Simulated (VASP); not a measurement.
## V: single point with r2SCAN+D3(BJ)

The system is V.

```xyz
1
Lattice="-1.5144 1.5144 1.5144 1.5144 -1.5144 1.5144 1.5144 1.5144 -1.5144" Properties=species:S:1:pos:R:3 pbc="T T T"
V     0.0000    0.0000    0.0000
```

```json
{
  "Program": "VASP 6.6.1",
  "Task": "single point",
  "Functional": "r2SCAN",
  "Dispersion": "D3(BJ)",
  "Potentials or basis": "VASP PAW PBE potentials, release 64 (V_sv)",
  "Cutoff": "520 eV",
  "k mesh": "12 × 12 × 12",
  "Occupations": "fermi-dirac, width 0.05 eV",
  "Spin": "collinear spin, ferromagnetic start",
  "Starting moments": "[2.0] μB",
  "Dipole correction": "no",
  "Further INCAR settings": "ALGO = Normal; EDIFF = 1e-07; NBANDS = 16"
}
```

```
Pressure                                              : -11.1 GPa
Net moment                                            : 0.00 μB per cell
Valence electrons inside the program's atomic spheres : V 11.57
Dispersion energy per atom                            : -0.309 eV
```

Levels at points of the mesh, in eV from the Fermi level:
Spin up:
```tsv
k point	band 4	band 5	band 6	band 7	band 8	band 9
(0.00, 0.00, 0.00)	-38.56	-6.99	0.47	0.47	0.47	2.58
(0.50, 0.00, 0.00)	-38.56	-3.23	-1.09	1.40	2.55	2.94
(0.50, 0.50, 0.50)	-39.14	-2.96	-2.96	3.73	3.73	3.73
```
Spin down:
| k point | band 4 | band 5 | band 6 | band 7 | band 8 | band 9 |
| --- | --- | --- | --- | --- | --- | --- |
| (0.00, 0.00, 0.00) | -38.56 | -6.99 | 0.47 | 0.47 | 0.47 | 2.58 |
| (0.50, 0.00, 0.00) | -38.56 | -3.23 | -1.09 | 1.40 | 2.55 | 2.94 |
| (0.50, 0.50, 0.50) | -39.14 | -2.96 | -2.96 | 3.73 | 3.73 | 3.73 |

It took 59 s on 1 thread of Intel(R) Xeon(R) 6975P-C (Granite Rapids), on a shared host, peak memory 0.15 GiB.

Caveat: the cell stands under tension; the moments typed at the start vanished in this run; the PAW data sets were made with another functional, which shifts forces and pressure a little.
